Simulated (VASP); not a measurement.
# CsI (Pm-3m) in VASP: notebook, part 2 of 3

VASP 6.6.1. The steps go on from the part before.

## (3) Electric field gradients, LDA (volume scaled by 1.02)

The input, INCAR:

```
SYSTEM = CsI
PREC = Accurate
ENCUT = 400
EDIFF = 1E-8
ISMEAR = -1
SIGMA = 0.01
LREAL = .False.
LASPH = .True.
NELM = 120
ALGO = Normal
ISIF = 2
LWAVE = .False.
LCHARG = .False.
GGA = CA
LEFG = .True.
NBANDS = 15
GGA_COMPAT = .False.
```

The input, KPOINTS:

```
regular mesh
0
Gamma
  7 7 7
  0 0 0
```

The input, POSCAR:

```
CsI
1.0
    4.5969439278      0.0000000000      0.0000000000
    0.0000000000      4.5969439278      0.0000000000
    0.0000000000      0.0000000000      4.5969439278
Cs I
1 1
Direct
    0.0000000000      0.0000000000      0.0000000000
    0.5000000000      0.5000000000      0.5000000000
```

Potentials or basis: VASP PAW LDA potentials, release 64 (Cs_sv, I).

Command:

```sh
$ cat potpaw_LDA.64/Cs_sv/POTCAR potpaw_LDA.64/I/POTCAR > POTCAR
$ mpirun -np 1 vasp_std > vasp.out
```

OUTCAR:

```text
SYSTEM = CsI
   PREC = Accurate
   ENCUT = 400
   EDIFF = 1E-8
   ISMEAR = -1
   LREAL = .False.
   LASPH = .True.
   NELM = 120
   ISIF = 2
   GGA = CA

 ion  position               nearest neighbor table
   1  0.000  0.000  0.000-
   2  0.500  0.500  0.500-

  LATTYP: Found a simple cubic cell.
 ALAT       =     4.5969439278

  Lattice vectors:

 A1 = (   4.5969439278,   0.0000000000,   0.0000000000)
 A2 = (   0.0000000000,   4.5969439278,   0.0000000000)
 A3 = (   0.0000000000,   0.0000000000,   4.5969439278)

Analysis of symmetry for initial positions (statically):
=====================================================================
 Subroutine PRICEL returns:
 Original cell was already a primitive cell.

 Routine SETGRP: Setting up the symmetry group for a
 simple cubic supercell.

 Subroutine GETGRP returns: Found 48 space group operations
[... 9 lines left out ...]

 Routine SETGRP: Setting up the symmetry group for a
 simple cubic supercell.

 Subroutine GETGRP returns: Found 48 space group operations
[... 11 lines left out ...]
                                     Primitive cell

  volume of cell :      97.1421

  direct lattice vectors                    reciprocal lattice vectors
     4.596943928  0.000000000  0.000000000     0.217535827  0.000000000  0.000000000
     0.000000000  4.596943928  0.000000000     0.000000000  0.217535827  0.000000000
     0.000000000  0.000000000  4.596943928     0.000000000  0.000000000  0.217535827

  length of vectors
     4.596943928  4.596943928  4.596943928     0.217535827  0.217535827  0.217535827

  position of ions in fractional coordinates (direct lattice)
[... 474 lines left out ...]
      2      -9.9089      2.00000
      3      -6.7738      2.00000
      4      -6.7652      2.00000
      5      -6.7652      2.00000
      6      -0.7051      2.00000
      7      -0.7051      2.00000
      8      -0.6299      2.00000
      9       6.7505      0.00000
     10       7.1829      0.00000
     11       7.1829      0.00000
     12       8.1620      0.00000
     13       8.2243      0.00000
     14       8.2243      0.00000
     15      10.3347      0.00000

------------------------ aborting loop because EDIFF is reached ----------------------------------------

  FORCE on cell =-STRESS in cart. coord.  units (eV):
  Direction    XX          YY          ZZ          XY          YZ          ZX
  --------------------------------------------------------------------------------------
  -------------------------------------------------------------------------------------
  Total       -0.9322932     -0.9322932     -0.9322932      0.0000000      0.0000000     -0.0000000
  in kB      -15.3764283    -15.3764283    -15.3764283      0.0000000      0.0000000     -0.0000000
  external PRESSURE =     -15.3764283 kB  Pullay stress =       0.0000000 kB

 VOLUME and BASIS-vectors are now :
 -----------------------------------------------------------------------------
  energy-cutoff  :      400.00
  volume of cell :       97.14
      direct lattice vectors                 reciprocal lattice vectors
     4.596943928  0.000000000  0.000000000     0.217535827  0.000000000  0.000000000
     0.000000000  4.596943928  0.000000000     0.000000000  0.217535827  0.000000000
     0.000000000  0.000000000  4.596943928     0.000000000  0.000000000  0.217535827

 POSITION                                       TOTAL-FORCE (eV/Angst)
 -----------------------------------------------------------------------------------
      0.00000      0.00000      0.00000         0.000000      0.000000      0.000000
      2.29847      2.29847      2.29847         0.000000      0.000000      0.000000
 -----------------------------------------------------------------------------------
    total drift:                                0.000000     -0.000000     -0.000000

  FREE ENERGIE OF THE ION-ELECTRON SYSTEM (eV)
  ---------------------------------------------------
  free  energy   TOTEN  =        -6.1252443330 eV

  energy  without entropy=       -6.1252443330  energy(sigma->0) =       -6.12524433

 Electric field gradients (V/A^2)
---------------------------------------------------------------------
 ion       V_xx      V_yy      V_zz      V_xy      V_xz      V_yz
---------------------------------------------------------------------
   1       0.000     0.000    -0.000     0.000     0.000    -0.000
   2      -0.000    -0.000    -0.000     0.000     0.000    -0.000
---------------------------------------------------------------------

 Electric field gradients after diagonalization (V/A^2)
 (convention: |V_zz| > |V_xx| > |V_yy|)
----------------------------------------------------------------------
 ion       V_xx      V_yy      V_zz     asymmetry (V_yy - V_xx)/ V_zz
----------------------------------------------------------------------
   1       0.000     0.000    -0.000       0.010
   2      -0.000    -0.000    -0.000      -0.126
----------------------------------------------------------------------

           NMR quadrupolar parameters

 Cq : quadrupolar parameter    Cq=e*Q*V_zz/h
 eta: asymmetry parameters     (V_yy - V_xx)/ V_zz
 Q  : nuclear electric quadrupole moment in mb (millibarn)
----------------------------------------------------------------------
 ion       Cq(MHz)       eta       Q (mb)
----------------------------------------------------------------------
   1      -0.000       0.010       1.000
   2      -0.000      -0.126       1.000
----------------------------------------------------------------------
```

OSZICAR:

```text
N       E                     dE             d eps       ncg     rms          rms(c)
DAV:   1     0.720164431634E+02    0.72016E+02   -0.52354E+03   600   0.723E+02
DAV:   2    -0.572524417310E+00   -0.72589E+02   -0.67035E+02   865   0.129E+02
DAV:   3    -0.620431350461E+01   -0.56318E+01   -0.56137E+01   740   0.401E+01
DAV:   4    -0.627865233164E+01   -0.74339E-01   -0.74332E-01   834   0.565E+00
DAV:   5    -0.627920722704E+01   -0.55490E-03   -0.55489E-03   789   0.404E-01    0.156E+00
DAV:   6    -0.615739498743E+01    0.12181E+00   -0.87472E-02   719   0.147E+00    0.106E+00
DAV:   7    -0.612617347807E+01    0.31222E-01   -0.69516E-02   754   0.128E+00    0.487E-01
DAV:   8    -0.612539320060E+01    0.78028E-03   -0.84547E-03   691   0.438E-01    0.683E-02
DAV:   9    -0.612522801847E+01    0.16518E-03   -0.40394E-04   796   0.121E-01    0.469E-02
DAV:  10    -0.612525525206E+01   -0.27234E-04   -0.12455E-04   656   0.468E-02    0.282E-02
DAV:  11    -0.612524584467E+01    0.94074E-05   -0.58932E-05   726   0.339E-02    0.622E-03
DAV:  12    -0.612524430917E+01    0.15355E-05   -0.53297E-06   684   0.126E-02    0.193E-03
DAV:  13    -0.612524433044E+01   -0.21272E-07   -0.26769E-07   719   0.267E-03    0.335E-04
DAV:  14    -0.612524433301E+01   -0.25670E-08   -0.71003E-09   615   0.482E-04
   1 F= -.61252443E+01 E0= -.61252443E+01  d E =-.668740E-13
```

stdout:

```text
POSCAR found type information on POSCAR CsI
 POSCAR found :  2 types and       2 ions
 scaLAPACK will be used
 LDA part: xc-table for (Slater(with rela. corr.)+CA(PZ))
 , standard interpolation
 POSCAR, INCAR and KPOINTS ok, starting setup
 FFT: planning ... GRIDC
 FFT: planning ... GRID_SOFT
 FFT: planning ... GRID
 WAVECAR not read
 entering main loop
ion   1

ion   2
```

It took 13 s on 1 thread of AMD EPYC 7R43 (Zen 3), shared host; peak memory 0.12 GiB.

Results:

```yaml
Free_energy: -6.1252 eV
Pressure: -1.5 GPa
Band_gap_on_the_k_mesh: 3.50 eV, indirect (least direct gap 3.57 eV)
```

Caveat: without QUAD_EFG the Cq values of the log hold for a quadrupole moment of 1 mb, not for the nuclei; spin-orbit coupling is left out, which moves the levels of the heavy elements. A k mesh can miss the band edges.

## (4) Electric field gradients, LDA (volume scaled by 1.01)

The input, INCAR:

```
SYSTEM = CsI
  PREC = Accurate
  ENCUT = 400
  EDIFF = 1E-8
  ISMEAR = -1
  SIGMA = 0.01
  LREAL = .FALSE.
  LASPH = .TRUE.
  NELM = 120
  ALGO = Normal
  ISIF = 2
  LWAVE = .FALSE.
  LCHARG = .FALSE.
  GGA = CA
  LEFG = .TRUE.
  NBANDS = 15
  GGA_COMPAT = .FALSE.
```

The input, KPOINTS:

```
Automatic mesh
0
G
  7 7 7
  0 0 0
```

The input, POSCAR:

```
CsI
1.0
    4.5818718722      0.0000000000      0.0000000000
    0.0000000000      4.5818718722      0.0000000000
    0.0000000000      0.0000000000      4.5818718722
Cs I
1 1
Direct
    0.0000000000      0.0000000000      0.0000000000
    0.5000000000      0.5000000000      0.5000000000
```

Potentials or basis: VASP PAW LDA potentials, release 64 (Cs_sv, I).

Command:

```sh
$ cat potpaw_LDA.64/Cs_sv/POTCAR potpaw_LDA.64/I/POTCAR > POTCAR
$ mpirun -np 1 vasp_std > vasp.out
```

OUTCAR:

```text
SYSTEM = CsI
   PREC = Accurate
   ENCUT = 400
   EDIFF = 1E-8
   ISMEAR = -1
   LREAL = .FALSE.
   LASPH = .TRUE.
   NELM = 120
   ISIF = 2
   GGA = CA

 ion  position               nearest neighbor table
   1  0.000  0.000  0.000-
   2  0.500  0.500  0.500-

  LATTYP: Found a simple cubic cell.
 ALAT       =     4.5818718722

  Lattice vectors:

 A1 = (   4.5818718722,   0.0000000000,   0.0000000000)
 A2 = (   0.0000000000,   4.5818718722,   0.0000000000)
 A3 = (   0.0000000000,   0.0000000000,   4.5818718722)

Analysis of symmetry for initial positions (statically):
=====================================================================
 Subroutine PRICEL returns:
 Original cell was already a primitive cell.

 Routine SETGRP: Setting up the symmetry group for a
 simple cubic supercell.

 Subroutine GETGRP returns: Found 48 space group operations
[... 9 lines left out ...]

 Routine SETGRP: Setting up the symmetry group for a
 simple cubic supercell.

 Subroutine GETGRP returns: Found 48 space group operations
[... 11 lines left out ...]
                                     Primitive cell

  volume of cell :      96.1898

  direct lattice vectors                    reciprocal lattice vectors
     4.581871872  0.000000000  0.000000000     0.218251411  0.000000000  0.000000000
     0.000000000  4.581871872  0.000000000     0.000000000  0.218251411  0.000000000
     0.000000000  0.000000000  4.581871872     0.000000000  0.000000000  0.218251411

  length of vectors
     4.581871872  4.581871872  4.581871872     0.218251411  0.218251411  0.218251411

  position of ions in fractional coordinates (direct lattice)
[... 474 lines left out ...]
      2      -9.8579      2.00000
      3      -6.7092      2.00000
      4      -6.7001      2.00000
      5      -6.7001      2.00000
      6      -0.6689      2.00000
      7      -0.6689      2.00000
      8      -0.5910      2.00000
      9       6.8324      0.00000
     10       7.2694      0.00000
     11       7.2694      0.00000
     12       8.2703      0.00000
     13       8.3292      0.00000
     14       8.3292      0.00000
     15      10.4449      0.00000

------------------------ aborting loop because EDIFF is reached ----------------------------------------

  FORCE on cell =-STRESS in cart. coord.  units (eV):
  Direction    XX          YY          ZZ          XY          YZ          ZX
  --------------------------------------------------------------------------------------
  -------------------------------------------------------------------------------------
  Total       -0.8730463     -0.8730463     -0.8730463     -0.0000000      0.0000000     -0.0000000
  in kB      -14.5418293    -14.5418293    -14.5418293     -0.0000000      0.0000000     -0.0000000
  external PRESSURE =     -14.5418293 kB  Pullay stress =       0.0000000 kB

 VOLUME and BASIS-vectors are now :
 -----------------------------------------------------------------------------
  energy-cutoff  :      400.00
  volume of cell :       96.19
      direct lattice vectors                 reciprocal lattice vectors
     4.581871872  0.000000000  0.000000000     0.218251411  0.000000000  0.000000000
     0.000000000  4.581871872  0.000000000     0.000000000  0.218251411  0.000000000
     0.000000000  0.000000000  4.581871872     0.000000000  0.000000000  0.218251411

 POSITION                                       TOTAL-FORCE (eV/Angst)
 -----------------------------------------------------------------------------------
      0.00000      0.00000      0.00000         0.000000      0.000000      0.000000
      2.29094      2.29094      2.29094         0.000000      0.000000      0.000000
 -----------------------------------------------------------------------------------
    total drift:                               -0.000000     -0.000000     -0.000000

  FREE ENERGIE OF THE ION-ELECTRON SYSTEM (eV)
  ---------------------------------------------------
  free  energy   TOTEN  =        -6.1340825091 eV

  energy  without entropy=       -6.1340825091  energy(sigma->0) =       -6.13408251

 Electric field gradients (V/A^2)
---------------------------------------------------------------------
 ion       V_xx      V_yy      V_zz      V_xy      V_xz      V_yz
---------------------------------------------------------------------
   1      -0.000    -0.000    -0.000     0.000    -0.000     0.000
   2      -0.000     0.000     0.000    -0.000     0.000    -0.000
---------------------------------------------------------------------

 Electric field gradients after diagonalization (V/A^2)
 (convention: |V_zz| > |V_xx| > |V_yy|)
----------------------------------------------------------------------
 ion       V_xx      V_yy      V_zz     asymmetry (V_yy - V_xx)/ V_zz
----------------------------------------------------------------------
   1      -0.000    -0.000    -0.000      -0.227
   2       0.000    -0.000     0.000      -0.161
----------------------------------------------------------------------

           NMR quadrupolar parameters

 Cq : quadrupolar parameter    Cq=e*Q*V_zz/h
 eta: asymmetry parameters     (V_yy - V_xx)/ V_zz
 Q  : nuclear electric quadrupole moment in mb (millibarn)
----------------------------------------------------------------------
 ion       Cq(MHz)       eta       Q (mb)
----------------------------------------------------------------------
   1      -0.000      -0.227       1.000
   2       0.000      -0.161       1.000
----------------------------------------------------------------------
```

OSZICAR:

```text
N       E                     dE             d eps       ncg     rms          rms(c)
DAV:   1     0.747652841828E+02    0.74765E+02   -0.52834E+03   600   0.720E+02
DAV:   2    -0.307209600669E+00   -0.75072E+02   -0.69095E+02   897   0.131E+02
DAV:   3    -0.620898625439E+01   -0.59018E+01   -0.58813E+01   733   0.399E+01
DAV:   4    -0.628499881911E+01   -0.76013E-01   -0.76007E-01   838   0.572E+00
DAV:   5    -0.628580870808E+01   -0.80989E-03   -0.80989E-03   748   0.578E-01    0.157E+00
DAV:   6    -0.616567949900E+01    0.12013E+00   -0.86460E-02   733   0.147E+00    0.107E+00
DAV:   7    -0.613497555612E+01    0.30704E-01   -0.69028E-02   747   0.128E+00    0.485E-01
DAV:   8    -0.613423117578E+01    0.74438E-03   -0.84013E-03   705   0.438E-01    0.686E-02
DAV:   9    -0.613406698219E+01    0.16419E-03   -0.39637E-04   789   0.120E-01    0.463E-02
DAV:  10    -0.613409316742E+01   -0.26185E-04   -0.12114E-04   663   0.464E-02    0.275E-02
DAV:  11    -0.613408415855E+01    0.90089E-05   -0.58419E-05   754   0.341E-02    0.628E-03
DAV:  12    -0.613408248772E+01    0.16708E-05   -0.53322E-06   705   0.127E-02    0.200E-03
DAV:  13    -0.613408250704E+01   -0.19323E-07   -0.32171E-07   705   0.279E-03    0.338E-04
DAV:  14    -0.613408250914E+01   -0.21016E-08   -0.65963E-09   580   0.471E-04
   1 F= -.61340825E+01 E0= -.61340825E+01  d E =-.159724E-14
```

Run time: 13 s. Hardware: 1 thread of AMD EPYC 7R43 (Zen 3), shared host; peak memory 0.12 GiB.

Results:

```
Free energy            : -6.1341 eV
Pressure               : -1.5 GPa
Band gap on the k mesh : 3.53 eV, indirect (least direct gap 3.60 eV)
```

Caveat: without QUAD_EFG the Cq values of the log hold for a quadrupole moment of 1 mb, not for the nuclei; spin-orbit coupling is left out, which moves the levels of the heavy elements. A k mesh can miss the band edges.

## (5) Electric field gradients, LDA (volume scaled by 1.04)

The input, INCAR:

```
  PREC = Accurate
  ENCUT = 400
  EDIFF = 1E-8
  ISMEAR = -1
  SIGMA = 0.01
  LREAL = F
  LASPH = T
  NELM = 120
  ALGO = Normal
  ISIF = 2
  LWAVE = F
  LCHARG = F
  LEFG = T
  NBANDS = 15
  GGA_COMPAT = F
```

The input, KPOINTS:

```
Automatic mesh
0
Gamma
  7 7 7
```

The input, POSCAR:

```
CsI
1.0
    4.6267950494      0.0000000000      0.0000000000
    0.0000000000      4.6267950494      0.0000000000
    0.0000000000      0.0000000000      4.6267950494
Cs I
1 1
Direct
    0.0000000000      0.0000000000      0.0000000000
    0.5000000000      0.5000000000      0.5000000000
```

Potentials or basis: VASP PAW LDA potentials, release 64 (Cs_sv, I).

Command:

```sh
$ cat potpaw_LDA.64/Cs_sv/POTCAR potpaw_LDA.64/I/POTCAR > POTCAR
$ mpirun -np 1 vasp_std > vasp.out
```

OUTCAR:

```text
PREC = Accurate
   ENCUT = 400
   EDIFF = 1E-8
   ISMEAR = -1
   LREAL = F
   LASPH = T
   NELM = 120
   ISIF = 2

 ion  position               nearest neighbor table
   1  0.000  0.000  0.000-
   2  0.500  0.500  0.500-

  LATTYP: Found a simple cubic cell.
 ALAT       =     4.6267950494

  Lattice vectors:

 A1 = (   4.6267950494,   0.0000000000,   0.0000000000)
 A2 = (   0.0000000000,   4.6267950494,   0.0000000000)
 A3 = (   0.0000000000,   0.0000000000,   4.6267950494)

[... 563 lines left out ...]
  ---------------------------------------------------
  free  energy   TOTEN  =        -6.1061674594 eV

  energy  without entropy=       -6.1061674594  energy(sigma->0) =       -6.10616746

 Electric field gradients (V/A^2)
---------------------------------------------------------------------
 ion       V_xx      V_yy      V_zz      V_xy      V_xz      V_yz
---------------------------------------------------------------------
   1       0.000     0.000    -0.000    -0.000     0.000    -0.000
   2       0.000     0.000    -0.000    -0.000     0.000     0.000
---------------------------------------------------------------------

 Electric field gradients after diagonalization (V/A^2)
 (convention: |V_zz| > |V_xx| > |V_yy|)
----------------------------------------------------------------------
 ion       V_xx      V_yy      V_zz     asymmetry (V_yy - V_xx)/ V_zz
----------------------------------------------------------------------
   1       0.000     0.000    -0.000       0.338
   2       0.000     0.000    -0.000       0.372
----------------------------------------------------------------------

           NMR quadrupolar parameters

 Cq : quadrupolar parameter    Cq=e*Q*V_zz/h
 eta: asymmetry parameters     (V_yy - V_xx)/ V_zz
 Q  : nuclear electric quadrupole moment in mb (millibarn)
----------------------------------------------------------------------
 ion       Cq(MHz)       eta       Q (mb)
----------------------------------------------------------------------
   1      -0.000       0.338       1.000
   2      -0.000       0.372       1.000
----------------------------------------------------------------------
```

stdout:

```text
POSCAR found type information on POSCAR CsI
 POSCAR found :  2 types and       2 ions
 scaLAPACK will be used
 LDA part: xc-table for (Slater(with rela. corr.)+CA(PZ))
 , standard interpolation
 POSCAR, INCAR and KPOINTS ok, starting setup
 FFT: planning ... GRIDC
 FFT: planning ... GRID_SOFT
 FFT: planning ... GRID
 WAVECAR not read
 entering main loop
ion   1

ion   2
```

Wall time 13 s (1 thread of AMD EPYC 7R43 (Zen 3), shared host); peak memory 0.12 GiB.

What came out:

```yaml
Free_energy: -6.1062 eV
Pressure: -1.7 GPa
Band_gap_on_the_k_mesh: 3.44 eV, indirect (least direct gap 3.51 eV)
```

Caveat: without QUAD_EFG the Cq values of the log hold for a quadrupole moment of 1 mb, not for the nuclei; spin-orbit coupling is left out, which moves the levels of the heavy elements.

(Continued in part 3 of 3.)
